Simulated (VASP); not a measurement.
Here is a VASP 6.6.1 calculation.

INCAR

```
SYSTEM = ZnS
PREC = Accurate ; ENCUT = 520
EDIFF = 1E-8 ; ISMEAR = -1
SIGMA = 0.03 ; LREAL = .FALSE.
LASPH = .TRUE. ; NELM = 60
ALGO = Normal ; ISIF = 2
LWAVE = .FALSE. ; LCHARG = .FALSE.
GGA = PE ; LEFG = .TRUE.
NBANDS = 26
```

The input KPOINTS:

```
regular mesh
0
G
  8 8 5
  0 0 0
```

File POSCAR:

```
ZnS
1.0
    3.7982528711      0.0000000000      0.0000000000
   -1.8991264355      3.2893834763      0.0000000000
    0.0000000000      0.0000000000      6.2131503459
Zn S
2 2
Direct
    0.3333333333      0.6666666667      0.0000000000
    0.6666666667      0.3333333333      0.5000000000
    0.3333333333      0.6666666667      0.3850000000
    0.6666666667      0.3333333333      0.8850000000
```

Potentials or basis: VASP PAW PBE potentials, release 64 (Zn, S).

Run with:

```console
$ cat potpaw_PBE.64/Zn/POTCAR potpaw_PBE.64/S/POTCAR > POTCAR
$ mpirun -np 1 vasp_std > vasp.out
```

Problem. Predict the band gap on the k mesh.

Solution. 2.30 eV, direct.

Problem. Estimate the pressure.

Solution. 3.3 GPa.

Problem. Estimate the largest force.

Solution. 0.335 eV/Å.

Electric field gradients, principal values (V/Å²):
| atom | least | middle | greatest (by size) |
| --- | --- | --- | --- |
| 1 Zn | -9.753 | -9.766 | 19.519 |
| 2 Zn | -9.753 | -9.766 | 19.519 |
| 3 S | 2.740 | 2.741 | -5.482 |
| 4 S | 2.740 | 2.741 | -5.482 |

Caveat: without QUAD_EFG the Cq values of the log hold for a quadrupole moment of 1 mb, not for the nuclei.
